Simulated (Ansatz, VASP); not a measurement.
# Two plane-wave programs on Hf3C2

```
Hf C
1.0
     4.42666    0.00000    0.00000
    -2.21333    3.83360    0.00000
     0.00000    0.00000    5.55173
Hf C
3 2
Direct
  0.33333 0.66667 0.73291
  0.66667 0.33333 0.73291
  0.00000 0.00000 0.23291
  0.00000 0.00000 0.60976
  0.00000 0.00000 0.85606
```

Alike in both runs: functional PBE; k mesh 12 × 12 × 8; occupations gaussian, width 0.1 eV; no spin polarisation.

Ansatz relaxed the structure, and its values are those at the end. VASP's run is a single point on that final structure, the one shown.

|  | VASP | Ansatz |
| --- | --- | --- |
| version | VASP 6.6.1 | Ansatz 0.2.0 |
| potentials or method | VASP PAW PBE potentials, release 64 (Hf_pv, C), cutoff 520 eV | scalar-relativistic, plane waves, PAW |
| valence electrons in the cell | 38 | 86 |

```tsv
	VASP	Ansatz	Ansatz less VASP
gap on the k mesh at the Fermi level (eV)	none	none	-
pressure (GPa)	-0.4	0.0	+0.43
rms of the force components (eV/Å)	0.035	0.000	-0.0348
```

A gap of «none» marks a metal or a gap that the smearing closes. The functional is the same, so the differences come from potentials, cutoffs and numerics. VASP's potentials hold 38 valence electrons a cell and Ansatz's 86, so a difference there can come from the potentials and not from the codes.

Spin-orbit coupling is off throughout.
